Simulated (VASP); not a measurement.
# LiNbO3 (R3c) in VASP: further runs

The runs below take LiNbO3 through single point, with LDA.

Program: VASP 6.6.1. These are calculated values, not measurements. Logs are shortened: lines on timing, memory, paths and dates and some standing lists are left out, and cuts for length are marked.

### 1 The cell of the first run

Symmetry: R3c, No. 161, trigonal system. The conventional cell has a = 5.012 Å, b = 5.012 Å, c = 14.437 Å, α = 90.00°, β = 90.00°, γ = 120.00°. Within 2.6 Å of Li (site symmetry 3) lie 6 O at 2.00 to 2.26 Å. Nb (site symmetry 3) has 6 O at 1.89 to 2.12 Å within 2.5 Å. O (site symmetry 1) has 2 Nb at 1.89 to 2.12 Å and 2 Li at 2.00 to 2.26 Å within 2.5 Å.

### 2 Single point, LDA (10.47 Å³/atom)

Contents of INCAR:

```
ALGO     = Normal         # electronic algorithm
EDIFF    = 1E-6           # SCF threshold, eV
ENCUT    = 750            # plane-wave cutoff, eV
GGA_COMPAT= F            
ISIF     = 2              # what is computed and relaxed
ISMEAR   = 0              # smearing method
LASPH    = T              # aspherical terms in the spheres
LCHARG   = F              # write CHGCAR
LREAL    = F              # projectors in reciprocal space
LWAVE    = F              # write WAVECAR
NBANDS   = 45             # bands
NELM     = 120            # most SCF steps
PREC     = Accurate       # precision mode
SIGMA    = 0.05           # smearing width, eV
```

Contents of KPOINTS:

```
k-points
0
Gamma
  6 6 6
```

Contents of POSCAR:

```
LiNbO3
1.0
    2.5058521264      1.4467543997      4.8124054803
   -2.5058521264      1.4467543997      4.8124054803
    0.0000000000     -2.8935087994      4.8124054803
Li Nb O
2 2 6
Direct
    0.2820532489      0.2820532489      0.2820532489
    0.7820532489      0.7820532489      0.7820532489
    0.9985425380      0.9985425380      0.9985425380
    0.4985425380      0.4985425380      0.4985425380
    0.1062571809      0.3667678423      0.7180491900
    0.7180491900      0.1062571809      0.3667678423
    0.3667678423      0.7180491900      0.1062571809
    0.2180491900      0.8667678423      0.6062571809
    0.8667678423      0.6062571809      0.2180491900
    0.6062571809      0.2180491900      0.8667678423
```

Potentials or basis: VASP PAW LDA potentials, release 64 (Li_sv, Nb_sv, O).

On the command line:

```
$ cat potpaw_LDA.64/Li_sv/POTCAR potpaw_LDA.64/Nb_sv/POTCAR potpaw_LDA.64/O/POTCAR > POTCAR
$ mpirun -np 1 vasp_std > vasp.out
```

OUTCAR:

```text
EDIFF = 1E-6
   ENCUT = 750
   ISIF = 2
   ISMEAR = 0
   LASPH = T
   LREAL = F
   NELM = 120
   PREC = Accurate

 ion  position               nearest neighbor table
   1  0.282  0.282  0.282-   8 2.00  10 2.00   9 2.00   5 2.26   7 2.26   6 2.26
   2  0.782  0.782  0.782-   7 2.00   6 2.00   5 2.00   9 2.26   8 2.26  10 2.26
   3  0.999  0.999  0.999-   5 1.89   6 1.89   7 1.89   9 2.12   8 2.12  10 2.12
   4  0.499  0.499  0.499-   9 1.89  10 1.89   8 1.89   5 2.12   7 2.12   6 2.12
   5  0.106  0.367  0.718-   3 1.89   2 2.00   4 2.12   1 2.26
   6  0.718  0.106  0.367-   3 1.89   2 2.00   4 2.12   1 2.26
   7  0.367  0.718  0.106-   3 1.89   2 2.00   4 2.12   1 2.26
   8  0.218  0.867  0.606-   4 1.89   1 2.00   3 2.12   2 2.26
   9  0.867  0.606  0.218-   4 1.89   1 2.00   3 2.12   2 2.26
  10  0.606  0.218  0.867-   4 1.89   1 2.00   3 2.12   2 2.26

  LATTYP: Found a trigonal (rhomboedric) cell.
 ALAT       =     5.6153040594
 COS(alpha) =     0.6017146623

  Lattice vectors:

 A1 = (   2.5058521264,   1.4467543997,   4.8124054803)
 A2 = (  -2.5058521264,   1.4467543997,   4.8124054803)
 A3 = (   0.0000000000,  -2.8935087994,   4.8124054803)

Analysis of symmetry for initial positions (statically):
=====================================================================
 Subroutine PRICEL returns:
 Original cell was already a primitive cell.

 Routine SETGRP: Setting up the symmetry group for a
 trigonal (rhombohedral) supercell.

 Subroutine GETGRP returns: Found  6 space group operations
 (whereof  3 operations were pure point group operations)
 out of a pool of 12 trial point group operations.

The static configuration has the point symmetry C_3 .
 The point group associated with its full space group is C_3v.

Analysis of symmetry for dynamics (positions and initial velocities):
=====================================================================
 Subroutine PRICEL returns:
 Original cell was already a primitive cell.

 Routine SETGRP: Setting up the symmetry group for a
 trigonal (rhombohedral) supercell.

 Subroutine GETGRP returns: Found  6 space group operations
 (whereof  3 operations were pure point group operations)
 out of a pool of 12 trial point group operations.

The dynamic configuration has the point symmetry C_3 .
 The point group associated with its full space group is C_3v.

 Subroutine INISYM returns: Found  6 space group operations
 (whereof  3 operations are pure point group operations),
 and found     1 'primitive' translations

----------------------------------------------------------------------------------------

                                     Primitive cell

  volume of cell :     104.6800

  direct lattice vectors                    reciprocal lattice vectors
     2.505852126  1.446754400  4.812405480     0.199532923  0.115200387  0.069265430
    -2.505852126  1.446754400  4.812405480    -0.199532923  0.115200387  0.069265430
     0.000000000 -2.893508799  4.812405480     0.000000000 -0.230400774  0.069265430

  length of vectors
     5.615304059  5.615304059  5.615304059     0.240587232  0.240587232  0.240587232

  position of ions in fractional coordinates (direct lattice)
     0.282053249  0.282053249  0.282053249
     0.782053249  0.782053249  0.782053249
     0.998542538  0.998542538  0.998542538
     0.498542538  0.498542538  0.498542538
     0.106257181  0.366767842  0.718049190
     0.718049190  0.106257181  0.366767842
     0.366767842  0.718049190  0.106257181
     0.218049190  0.866767842  0.606257181
     0.866767842  0.606257181  0.218049190
     0.606257181  0.218049190  0.866767842

  ion indices of the primitive-cell ions
   primitive index   ion index
                 1           1
                 2           2
                 3           3
                 4           4
                 5           5
                 6           6
                 7           7
                 8           8
                 9           9
                10          10

----------------------------------------------------------------------------------------

 KPOINTS: k-points

Automatic generation of k-mesh.
 Grid dimensions read from file:
 generate k-points for:    6    6    6

 Generating k-lattice:

  Cartesian coordinates                     Fractional coordinates (reciprocal lattice)
     0.033255487  0.019200064  0.011544238     0.166666667 -0.000000000  0.000000000
    -0.033255487  0.019200064  0.011544238    -0.000000000  0.166666667  0.000000000
     0.000000000 -0.038400129  0.011544238     0.000000000  0.000000000  0.166666667

  Length of vectors
     0.040097872  0.040097872  0.040097872

  Shift w.r.t. Gamma in fractional coordinates (k-lattice)
     0.000000000  0.000000000  0.000000000

 Subroutine IBZKPT returns following result:
 ===========================================

 Found     32 irreducible k-points:

 Following reciprocal coordinates:
            Coordinates               Weight
  0.000000  0.000000  0.000000      1.000000
  0.166667 -0.000000 -0.000000      6.000000
  0.333333 -0.000000 -0.000000      6.000000
  0.500000  0.000000 -0.000000      3.000000
  0.166667  0.166667 -0.000000      6.000000
  0.333333  0.166667 -0.000000     12.000000
[... 16 lines left out ...]
  0.500000  0.500000  0.166667      6.000000
 -0.333333  0.500000  0.166667     12.000000
 [... further k-points ...]
   k-points           NKPTS =     32   k-points in BZ     NKDIM =     32   number of bands    NBANDS=     45
   number of dos      NEDOS =    301   number of ions     NIONS =     10
   total plane-waves  NPLWV = 125000
   dimension x,y,z NGX =    50 NGY =   50 NGZ =   50
   dimension x,y,z NGXF=   100 NGYF=  100 NGZF=  100
   ions per type =               2   2   6
   NGX,Y,Z   is equivalent  to a cutoff of  14.80, 14.80, 14.80 a.u.
   NGXF,Y,Z  is equivalent  to a cutoff of  29.61, 29.61, 29.61 a.u.
 SYSTEM =  unknown system
   PREC   = accura    normal or accurate (medium, high low for compatibility)
   ISTART =      0    job   : 0-new  1-cont  2-samecut
   ICHARG =      2    charge: 1-file 2-atom 10-const
   ISPIN  =      1    spin polarized calculation?
   LNONCOLLINEAR =      F non collinear calculations
   LSORBIT =      F    spin-orbit coupling
   LASPH  =      T    aspherical Exc in radial PAW
   ENCUT  =  750.0 eV  55.12 Ry    7.42 a.u.  12.54 12.54 12.54*2*pi/ulx,y,z
   NELM   =    120;   NELMIN=  2; NELMDL= -5     # of ELM steps
   EDIFF  = 0.1E-05   stopping-criterion for ELM
   LREAL  =      F    real-space projection
   EDIFFG = 0.1E-04   stopping-criterion for IOM
   NSW    =      0    number of steps for IOM
   IBRION =     -1    ionic relax: 0-MD 1-quasi-New 2-CG
   NFREE  =      0    steps in history (QN), initial steepest desc. (CG)
   ISIF   =      2    stress and relaxation
   ISYM   =      2    0-nonsym 1-usesym 2-fastsym
   POTIM  = 0.5000    time-step for ionic-motion
   TEBEG  =    0.0;   TEEND  =   0.0 temperature during run
   PSTRESS=    0.0 pullay stress
   NELECT =      68.0000    total number of electrons
   NUPDOWN=      -1.0000    fix difference up-down
   EMIN   =  10.00;   EMAX   =-10.00  energy-range for DOS
   EFERMI =   0.00;   METHOD = LEGACY
   ISMEAR =     0;   SIGMA  =   0.05  broadening in eV -4-tet -1-fermi 0-gaus
   EFERMI_NEDOS =   21; number of points for ismear=-14 and -15
   IALGO  =     38    algorithm
   IMIX   =      4    mixing-type and parameters
     AMIX     =   0.40;   BMIX     =  1.00
     AMIX_MAG =   1.60;   BMIX_MAG =  1.00
  volume/ion in A,a.u.               =      10.47        70.64
  Fermi-wavevector in a.u.,A,eV,Ry     =   1.417827  2.679304 27.350884  2.010233
  Thomas-Fermi vector in A             =   2.539016
   LORBIT       =      0    0 simple, 1 ext, 2 COOP (PROOUT), +10 PAW based schemes
   GGA     = CA    functional components
   LHFCALC =     F    Hartree Fock is set to
   AEXX    =    0.0000 exact exchange contribution
   IVDW    =     0    specifies the selected vdW correction
   LEPSILON=     F    determine dielectric tensor
   LRPA    =     F    only Hartree local field effects (RPA)
 non-spin polarized calculation
 Gauss-broadening in eV      SIGMA  =   0.05
  energy-cutoff  :      750.00
  volume of cell :      104.68
 maximum number of plane-waves:      4941
   NGX = 25   NGY = 25   NGZ = 25

 number of electron      67.9999998 magnetization

 Free energy of the ion-electron system (eV)
  ---------------------------------------------------
  ext. energy  EPLUGINS =         0.00000000
  ---------------------------------------------------
  free energy    TOTEN  =       -87.44631810 eV

  energy without entropy =      -87.44631810  energy(sigma->0) =      -87.44631810

 E-fermi :   3.7268     XC(G=0): -11.4240

 val. band max:        3.4859127956   @ k =   0.0000   0.0000   0.0000
 cond. band min:       6.7801862127   @ k =   0.0000   0.0000   0.0000
 fundamental gap:      3.2942734171
 Fermi energy:         3.7267619754

 k-point     1 :       0.0000    0.0000    0.0000
  band No.  band energies     occupation
      1     -50.4415      2.00000
      2     -50.4256      2.00000
      3     -37.8522      2.00000
      4     -37.8487      2.00000
      5     -26.9198      2.00000
      6     -26.9198      2.00000
[... 37 lines left out ...]
     44      13.3222      0.00000
     45      13.3695      0.00000

 k-point     2 :       0.1667   -0.0000   -0.0000
  band No.  band energies     occupation
      1     -50.4404      2.00000
      2     -50.4266      2.00000
      3     -37.8520      2.00000
      4     -37.8490      2.00000
      5     -26.9122      2.00000
      6     -26.9105      2.00000
[... 37 lines left out ...]
     44      13.2291      0.00000
     45      13.2755      0.00000

 k-point     3 :       0.3333   -0.0000   -0.0000
  band No.  band energies     occupation
      1     -50.4374      2.00000
      2     -50.4295      2.00000
      3     -37.8515      2.00000
      4     -37.8497      2.00000
      5     -26.8891      2.00000
      6     -26.8847      2.00000
[... 997 lines left out ...]
     44      12.9515      0.00000
     45      13.4745      0.00000

 k-point    24 :      -0.3333    0.5000    0.1667
  band No.  band energies     occupation
      1     -50.4348      2.00000
      2     -50.4321      2.00000
      3     -37.8510      2.00000
      4     -37.8503      2.00000
      5     -26.9265      2.00000
      6     -26.9239      2.00000
[... 37 lines left out ...]
     44      12.8994      0.00000
     45      13.8977      0.00000

 [... further k-points ...]
[... 5 lines left out ...]
  --------------------------------------------------------------------------------------
  -------------------------------------------------------------------------------------
  Total       -1.5372610     -1.5372610     -8.4911622      0.0000000      0.0000000      0.0000000
  in kB      -23.5285122    -23.5285122   -129.9612876      0.0000000      0.0000000      0.0000000
  external PRESSURE =     -59.0061040 kB  Pullay stress =       0.0000000 kB

 VOLUME and BASIS-vectors are now :
 -----------------------------------------------------------------------------
  energy-cutoff  :      750.00
  volume of cell :      104.68
      direct lattice vectors                 reciprocal lattice vectors
     2.505852126  1.446754400  4.812405480     0.199532923  0.115200387  0.069265430
    -2.505852126  1.446754400  4.812405480    -0.199532923  0.115200387  0.069265430
     0.000000000 -2.893508799  4.812405480     0.000000000 -0.230400774  0.069265430

 POSITION                                       TOTAL-FORCE (eV/Angst)
 -----------------------------------------------------------------------------------
      0.00000      0.00000      4.07206         0.000000      0.000000      0.060764
      0.00000      0.00000     11.29067         0.000000      0.000000      0.060764
      0.00000      0.00000     14.41617         0.000000      0.000000      0.135698
      0.00000      0.00000      7.19757         0.000000      0.000000      0.135698
     -0.65280     -1.39333      5.73193         0.102637     -0.195654     -0.065487
      1.53306      0.13132      5.73193         0.118122      0.186713     -0.065487
     -0.88026      1.26201      5.73193        -0.220760      0.008940     -0.065487
     -1.62559     -0.18475      8.13813         0.220760      0.008940     -0.065487
      0.65280      1.50018      8.13813        -0.102637     -0.195654     -0.065487
      0.97279     -1.31543      8.13813        -0.118122      0.186713     -0.065487
 -----------------------------------------------------------------------------------
    total drift:                                0.000000      0.000000     -0.000194

  FREE ENERGIE OF THE ION-ELECTRON SYSTEM (eV)
  ---------------------------------------------------
  free  energy   TOTEN  =       -87.4463180966 eV

  energy  without entropy=      -87.4463180966  energy(sigma->0) =      -87.44631810
```

It took 8.5 min on 1 thread of Oxide Virtual Turin-like, shared host; peak memory 0.37 GiB.

Results:

| Item | Value |
| --- | --- |
| Free energy | -87.4463 eV |
| Pressure | -5.9 GPa |
| Largest force | 0.230 eV/Å |
| Band gap on the k mesh | 3.29 eV |

Forces in eV/Å, atoms in the order of the input:
```
Li   0.000  0.000  0.061
Li   0.000  0.000  0.061
Nb   0.000  0.000  0.136
Nb   0.000  0.000  0.136
O    0.103 -0.196 -0.065
O    0.118  0.187 -0.065
O   -0.221  0.009 -0.065
O    0.221  0.009 -0.065
O   -0.103 -0.196 -0.065
O   -0.118  0.187 -0.065
```

Stress tensor (GPa, compression positive):
```
 -2.35   0.00   0.00
  0.00  -2.35   0.00
  0.00   0.00 -13.00
```

Levels at points of the mesh, in eV from the valence-band top:
| k point | band 30 | band 31 | band 32 | band 33 | band 34 | band 35 | band 36 | band 37 | band 38 | band 39 |
| --- | --- | --- | --- | --- | --- | --- | --- | --- | --- | --- |
| (0.00, 0.00, 0.00) | -0.65 | -0.62 | -0.62 | 0.00 | 0.00 | 3.29 | 3.29 | 3.95 | 4.96 | 4.96 |
| (0.50, 0.00, 0.00) | -0.61 | -0.40 | -0.40 | -0.25 | -0.25 | 3.69 | 3.69 | 4.55 | 4.55 | 4.75 |
| (0.50, 0.50, 0.00) | -1.05 | -0.76 | -0.72 | -0.47 | -0.23 | 3.40 | 3.88 | 4.36 | 4.43 | 5.07 |
| (0.50, 0.50, 0.50) | -0.79 | -0.26 | -0.26 | -0.26 | -0.26 | 4.63 | 4.63 | 4.66 | 4.66 | 4.66 |

Caveat: the stress differs along the axes, from -13 to -2 GPa.

### 3 Single point, LDA (10.47 Å³/atom)

Contents of INCAR:

```
PREC = Accurate
ENCUT = 750
EDIFF = 1E-6
ISMEAR = 0
SIGMA = 0.05
LREAL = F
LASPH = T
NELM = 120
ALGO = Normal
ISIF = 2
LWAVE = F
LCHARG = T
GGA = CA
LELF = T
LVHAR = T
NBANDS = 45
GGA_COMPAT = F
```

Contents of KPOINTS:

```
regular mesh
0
Gamma
  6 6 6
```

Changes to POSCAR since step 2:

```diff
@@ -2,5 +2,5 @@
 1.0
-    2.5058521264      1.4467543997      4.8124054803
-   -2.5058521264      1.4467543997      4.8124054803
-    0.0000000000     -2.8935087994      4.8124054803
+    2.5875380003      1.4939157610      4.5133562827
+   -2.5875380003      1.4939157610      4.5133562827
+    0.0000000000     -2.9878315220      4.5133562827
 Li Nb O
```

Potentials or basis: VASP PAW LDA potentials, release 64 (Li_sv, Nb_sv, O).

On the command line:

```
$ cat potpaw_LDA.64/Li_sv/POTCAR potpaw_LDA.64/Nb_sv/POTCAR potpaw_LDA.64/O/POTCAR > POTCAR
$ mpirun -np 1 vasp_std > vasp.out
```

Run time: 8.6 min. Hardware: 1 thread of Oxide Virtual Turin-like, shared host; peak memory 0.35 GiB.

Results (log left out):

```yaml
Free_energy: -87.5342 eV
Pressure: -7.4 GPa
Largest_force: 0.439 eV/Å
Band_gap_on_the_k_mesh: 3.35 eV (least direct gap 3.40 eV)
```

Forces in eV/Å, atoms in the order of the input:
```
Li   0.000  0.000 -0.063
Li   0.000  0.000 -0.063
Nb   0.000  0.000  0.200
Nb   0.000  0.000  0.200
O    0.364 -0.241 -0.046
O    0.027  0.436 -0.046
O   -0.391 -0.195 -0.046
O    0.391 -0.195 -0.046
O   -0.364 -0.241 -0.046
O   -0.027  0.436 -0.046
```

Stress tensor (GPa, compression positive):
```
-9.57  0.00  0.00
 0.00 -9.57  0.00
 0.00  0.00 -3.19
```

Levels at points of the mesh, in eV from the valence-band top:
```tsv
k point	band 30	band 31	band 32	band 33	band 34	band 35	band 36	band 37	band 38	band 39
(0.00, 0.00, 0.00)	-0.59	-0.54	-0.39	-0.03	-0.03	3.37	3.37	3.66	4.93	4.93
(0.50, 0.00, 0.00)	-0.37	-0.26	-0.26	-0.15	-0.15	3.77	3.77	4.55	4.55	4.77
(0.50, 0.50, 0.00)	-0.97	-0.69	-0.53	-0.45	-0.24	3.42	3.90	4.36	4.51	5.12
(0.50, 0.50, 0.50)	-0.65	-0.32	-0.32	-0.32	-0.32	4.40	4.40	4.69	4.69	4.69
```

Caveat: the stress differs along the axes, from -10 to -3 GPa. As with any semilocal functional, this LDA gap is likely too small.
